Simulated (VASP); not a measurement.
# Ta (P6_3/mmc) in VASP: notebook, part 2 of 2

VASP 6.6.1. Earlier steps stand in the parts before.

### 4 Single point, BLYP+D3(BJ)

This run uses another cell than the first one, of 17.94 Å³/atom, 0.899 times its volume.

Contents of INCAR:

```
PREC     = Accurate       # precision mode
ENCUT    = 520            # plane-wave cutoff, eV
EDIFF    = 1E-7           # SCF threshold, eV
ISMEAR   = -1             # smearing method
SIGMA    = 0.05           # smearing width, eV
LREAL    = F              # projectors in reciprocal space
LASPH    = T              # aspherical terms in the spheres
NELM     = 60             # most SCF steps
ALGO     = Normal         # electronic algorithm
ISIF     = 2              # what is computed and relaxed
LWAVE    = F              # write WAVECAR
LCHARG   = F              # write CHGCAR
GGA      = B5             # functional
ALDAX    = 1.0          
AGGAX    = 1.0          
AGGAC    = 1.0          
ALDAC    = 0.0          
IVDW     = 12             # dispersion correction
VDW_S6   = 1.0          
VDW_S8   = 2.6996       
VDW_A1   = 0.4298       
VDW_A2   = 4.2359       
NBANDS   = 18             # bands
```

Contents of KPOINTS:

```
Automatic mesh
0
Gamma
  11 11 5
```

Contents of POSCAR:

```
Ta
1.0
    2.8505439573      0.0000000000      0.0000000000
   -1.4252719786      2.4686434816      0.0000000000
    0.0000000000      0.0000000000      5.0994745024
Ta
2
Direct
    0.3333333333      0.6666666667      0.2500000000
    0.6666666667      0.3333333333      0.7500000000
```

Potentials or basis: VASP PAW PBE potentials, release 64 (Ta_pv).

Command:

```console
cat potpaw_PBE.64/Ta_pv/POTCAR > POTCAR
mpirun -np 1 vasp_std > vasp.out
```

OUTCAR:

```text
PREC = Accurate
   ENCUT = 520
   EDIFF = 1E-7
   ISMEAR = -1
   LREAL = F
   LASPH = T
   NELM = 60
   ISIF = 2
   GGA = B5
   IVDW = 12
 IVDW          = 12

 ion  position               nearest neighbor table
   1  0.333  0.667  0.250-   2 3.03   2 3.03   2 3.03   2 3.03   2 3.03   2 3.03
   2  0.667  0.333  0.750-   1 3.03   1 3.03   1 3.03   1 3.03   1 3.03   1 3.03

  LATTYP: Found a hexagonal cell.
 ALAT       =     2.8505439573
 C/A-ratio  =     1.7889478565

  Lattice vectors:

 A1 = (   2.8505439573,   0.0000000000,   0.0000000000)
 A2 = (  -1.4252719786,   2.4686434816,   0.0000000000)
 A3 = (   0.0000000000,   0.0000000000,   5.0994745024)

Analysis of symmetry for initial positions (statically):
=====================================================================
 Subroutine PRICEL returns:
 Original cell was already a primitive cell.

 Routine SETGRP: Setting up the symmetry group for a
 hexagonal supercell.

 Subroutine GETGRP returns: Found 24 space group operations
 (whereof 12 operations were pure point group operations)
 out of a pool of 24 trial point group operations.

The static configuration has the point symmetry D_3d.
 The point group associated with its full space group is D_6h.

Analysis of symmetry for dynamics (positions and initial velocities):
=====================================================================
 Subroutine PRICEL returns:
 Original cell was already a primitive cell.

 Routine SETGRP: Setting up the symmetry group for a
 hexagonal supercell.

 Subroutine GETGRP returns: Found 24 space group operations
 (whereof 12 operations were pure point group operations)
 out of a pool of 24 trial point group operations.

The dynamic configuration has the point symmetry D_3d.
 The point group associated with its full space group is D_6h.

 Subroutine INISYM returns: Found 24 space group operations
 (whereof 12 operations are pure point group operations),
 and found     1 'primitive' translations

[... 110 lines left out ...]
   EFERMI_NEDOS =   21; number of points for ismear=-14 and -15
   IALGO  =     38    algorithm
   IMIX   =      4    mixing-type and parameters
     AMIX     =   0.40;   BMIX     =  1.00
     AMIX_MAG =   1.60;   BMIX_MAG =  1.00
  volume/ion in A,a.u.               =      17.94       121.08
  Fermi-wavevector in a.u.,A,eV,Ry     =   1.390738  2.628113 26.315725  1.934151
  Thomas-Fermi vector in A             =   2.514644
   LORBIT       =      0    0 simple, 1 ext, 2 COOP (PROOUT), +10 PAW based schemes
   GGA     = B5    functional components
   LHFCALC =     F    Hartree Fock is set to
   AEXX    =    0.0000 exact exchange contribution
   IVDW    =    12    specifies the selected vdW correction
   LEPSILON=     F    determine dielectric tensor
   LRPA    =     F    only Hartree local field effects (RPA)
 non-spin polarized calculation
  energy-cutoff  :      520.00
  volume of cell :       35.88
 maximum number of plane-waves:       984
 NGX is ok and might be reduce to    24
   NGX = 11   NGY = 11   NGZ = 19

 number of electron      22.0000000 magnetization

 Free energy of the ion-electron system (eV)
  ---------------------------------------------------
  ext. energy  EPLUGINS =         0.00000000
  ---------------------------------------------------
  free energy    TOTEN  =       -19.97251840 eV

  energy without entropy =      -19.95680316  energy(sigma->0) =      -19.96466078

 E-fermi :   6.5269     XC(G=0): -11.9993

 val. band max:        6.5041373649   @ k =   0.1818   0.1818   0.0000
 cond. band min:       6.5535780157   @ k =   0.3636   0.1818   0.0000
 fundamental gap:      0.0494406508
 Fermi energy:         6.5269252146

 k-point     1 :       0.0000    0.0000    0.0000
  band No.  band energies     occupation
      1     -27.9294      2.00000
      2     -26.9677      2.00000
      3     -26.8251      2.00000
      4     -26.8251      2.00000
      5     -26.7304      2.00000
      6     -26.7304      2.00000
[... 481 lines left out ...]
      5     -26.9698      2.00000
      6     -26.8874      2.00000
[... 10 lines left out ...]
     17      11.6938      0.00000
     18      13.5152      0.00000

 [... further k-points ...]

------------------------ aborting loop because EDIFF is reached ----------------------------------------

 Edisp (eV)   -3.29046

 E8    (eV) :    -2.6201

  FORCE on cell =-STRESS in cart. coord.  units (eV):
  Direction    XX          YY          ZZ          XY          YZ          ZX
  --------------------------------------------------------------------------------------
  -------------------------------------------------------------------------------------
  Total       0.26802     0.26802     0.23928     0.00000     0.00000    -0.00000
  in kB      11.96634    11.96634    10.68323     0.00000     0.00000    -0.00000
  external pressure =       11.54 kB  Pullay stress =        0.00 kB

 VOLUME and BASIS-vectors are now :
 -----------------------------------------------------------------------------
  energy-cutoff  :      520.00
  volume of cell :       35.88
      direct lattice vectors                 reciprocal lattice vectors
     2.850543957  0.000000000  0.000000000     0.350810237  0.202540385  0.000000000
    -1.425271979  2.468643482  0.000000000     0.000000000  0.405080769  0.000000000
     0.000000000  0.000000000  5.099474502     0.000000000  0.000000000  0.196098637

 POSITION                                       TOTAL-FORCE (eV/Angst)
 -----------------------------------------------------------------------------------
     -0.00000      1.64576      1.27487        -0.000000      0.000000      0.000000
      1.42527      0.82288      3.82461         0.000000     -0.000000      0.000000
 -----------------------------------------------------------------------------------
    total drift:                                0.000000     -0.000000      0.000000

  FREE ENERGIE OF THE ION-ELECTRON SYSTEM (eV)
  ---------------------------------------------------
  free  energy   TOTEN  =       -23.2629766654 eV

  energy  without entropy=      -23.2472614299  energy(sigma->0) =      -23.25511905
```

Run time: 16 s. Hardware: 1 thread of Intel Xeon 6975P-C (Granite Rapids), shared host; peak memory 0.18 GiB.

What came out:

```
Free energy                : -23.2630 eV
Pressure                   : 1.2 GPa
Band gap on the k mesh     : zero (band 11 reaches 7.67 eV, above the bottom of band 12 at 5.90 eV)
Dispersion energy per atom : -1.645 eV
```

Caveat: the PAW data sets were made with another functional, which shifts forces and pressure a little; spin-orbit coupling is left out, which moves the levels of the heavy elements; pairwise dispersion overbinds metals, which lowers pressure and volume.

### 5 Single point, revPBE+D4

This run uses another cell than the first one, of 18.61 Å³/atom, 0.933 times its volume.

Contents of INCAR:

```
PREC = Accurate
ENCUT = 520
EDIFF = 1E-6
ISMEAR = -1
SIGMA = 0.05
LREAL = F
LASPH = T
NELM = 60
ALGO = Normal
ISIF = 2
LWAVE = F
LCHARG = F
GGA = RE
IVDW = 13
NBANDS = 18
```

Contents of KPOINTS:

```
regular mesh
0
Gamma
  11 11 5
```

Contents of POSCAR:

```
Ta
1.0
    2.8881751995      0.0000000000      0.0000000000
   -1.4440875998      2.5012330934      0.0000000000
    0.0000000000      0.0000000000      5.1518637968
Ta
2
Direct
    0.3333333333      0.6666666667      0.2500000000
    0.6666666667      0.3333333333      0.7500000000
```

Command:

```console
cat potpaw_PBE.64/Ta_pv/POTCAR > POTCAR
mpirun -np 1 vasp_std > vasp.out
```

It took 10 s on 1 thread of Intel Xeon 6975P-C (Granite Rapids), shared host; peak memory 0.17 GiB.

Results (log left out):

```yaml
Free_energy: -23.1210 eV
Pressure: 0.0 GPa
Band_gap_on_the_k_mesh: zero (band 11 reaches 6.65 eV, above the bottom of band 12 at 5.18 eV)
Dispersion_energy_per_atom: -0.414 eV
```

Levels at points of the mesh, in eV from the Fermi level:
```tsv
k point	band 9	band 10	band 11	band 12	band 13	band 14
(0.00, 0.00, 0.00)	-0.60	-0.17	0.59	0.59	1.16	1.16
```

Caveat: the PAW data sets were made with another functional, which shifts forces and pressure a little; spin-orbit coupling is left out, which moves the levels of the heavy elements; pairwise dispersion overbinds metals, which lowers pressure and volume.

### 6 Relaxation of cell and atoms, revPBE+D3(BJ)

This run uses another cell than the first one, of 18.82 Å³/atom, 0.943 times its volume.

Contents of INCAR:

```
SYSTEM = Ta
  ALGO = Normal
  EDIFF = 1E-7
  EDIFFG = -0.01
  ENCUT = 600
  GGA = RE
  IBRION = 2
  ISIF = 3
  ISMEAR = -1
  IVDW = 12
  LASPH = .TRUE.
  LCHARG = .FALSE.
  LREAL = .FALSE.
  LWAVE = .FALSE.
  NELM = 100
  NSW = 60
  PREC = Accurate
  SIGMA = 0.05
```

Contents of KPOINTS:

```
k-points
0
G
  11 11 5
  0 0 0
```

Contents of POSCAR:

```
Ta
1.0
    2.9003720726      0.0000000000      0.0000000000
   -1.4501860363      2.5117958953      0.0000000000
    0.0000000000      0.0000000000      5.1662740000
Ta
2
Direct
    0.3333333333      0.6666666667      0.2500000000
    0.6666666667      0.3333333333      0.7500000000
```

Potentials or basis: VASP PAW PBE potentials, release 64 (Ta_pv).

Command:

```console
cat potpaw_PBE.64/Ta_pv/POTCAR > POTCAR
mpirun -np 1 vasp_std > vasp.out
```

Run time: 59 s. Hardware: 1 thread of Intel Xeon 6975P-C (Granite Rapids), shared host; peak memory 0.2 GiB.

It converged, with:

- Free energy: -24.5927 eV
- Relaxed volume: 17.99 Å³/atom
- Relaxed cell: a = 2.858 Å, b = 2.858 Å, c = 5.084 Å, α = 90.00°, β = 90.00°, γ = 120.00°
- Space group after relaxing (to 0.05 Å): P6_3/mmc (No. 194)
- Energy gained by relaxing: 22.7 meV/atom
- Ionic steps: 9
- Pressure after relaxing: 0.0 GPa
- Band gap on the k mesh: zero (band 11 reaches 7.02 eV, above the bottom of band 12 at 5.44 eV)
- Dispersion energy per atom: -1.177 eV

The path:
| step | energy change (eV) | largest force (eV/Å) | pressure (GPa) | volume (Å³) |
| --- | --- | --- | --- | --- |
| 1 | 0.0000 | 0.0000 | -8.45 | 37.64 |
| 2 | 0.2149 | 0.0000 | 25.89 | 32.49 |
| 3 | -0.0452 | 0.0000 | -0.35 | 36.05 |
| 4 | -0.0452 | 0.0000 | -0.03 | 35.99 |
| 5 | -0.0452 | 0.0000 | 0.15 | 35.96 |
| 6 | -0.0453 | 0.0000 | -0.34 | 36.04 |
| 7 | -0.0453 | 0.0000 | -0.13 | 36.01 |
| 8 | -0.0453 | 0.0000 | 0.13 | 35.96 |
| 9 | -0.0453 | 0.0000 | 0.01 | 35.98 |

Final structure:
```
Ta
1.0
     2.85849    0.00000    0.00000
    -1.42924    2.47552    0.00000
     0.00000    0.00000    5.08438
Ta
2
Direct
  0.33333 0.66667 0.25000
  0.66667 0.33333 0.75000
```

Levels at points of the mesh, in eV from the Fermi level:
```
           k point  band 9  band 10  band 11  band 12  band 13  band 14
(0.00, 0.00, 0.00)   -0.63    -0.05     0.58     0.58     1.18     1.18
```

Caveat: the PAW data sets were made with another functional, which shifts forces and pressure a little; spin-orbit coupling is left out, which moves the levels of the heavy elements; pairwise dispersion overbinds metals, which lowers pressure and volume.

### 7 Overview

```tsv
task	level	cell	cutoff (eV)	gap on the mesh (eV)	pressure (GPa)
single point	PBEsol	a = 2.957, b = 2.957, c = 5.268 Å, angles 90.0, 90.0, 120.0°, 2 atoms	520	none	-16.3
single point	revPBE+D3(BJ)	a = 2.858, b = 2.858, c = 5.083 Å, angles 90.0, 90.0, 120.0°, 2 atoms	520	none	0.1
single point	BLYP+D3(BJ)	a = 2.851, b = 2.851, c = 5.099 Å, angles 90.0, 90.0, 120.0°, 2 atoms	520	none	1.2
single point	revPBE+D4	a = 2.888, b = 2.888, c = 5.152 Å, angles 90.0, 90.0, 120.0°, 2 atoms	520	none	0.0
relaxation of cell and atoms	revPBE+D3(BJ)	relaxed from a = 2.900, b = 2.900, c = 5.166 Å, angles 90.0, 90.0, 120.0°, 2 atoms	600	none	0.0
```

Alike in all rows: potentials or basis VASP PAW PBE potentials, release 64 (Ta_pv); no spin polarisation; k mesh 11 × 11 × 5; smearing fermi-dirac 0.05 eV.

Caveats: the PAW data sets were made with another functional, which shifts forces and pressure a little; spin-orbit coupling is left out, which moves the levels of the heavy elements; pairwise dispersion overbinds metals, which lowers pressure and volume (some runs).

Absolute energies hang on the potentials; compare differences alone.
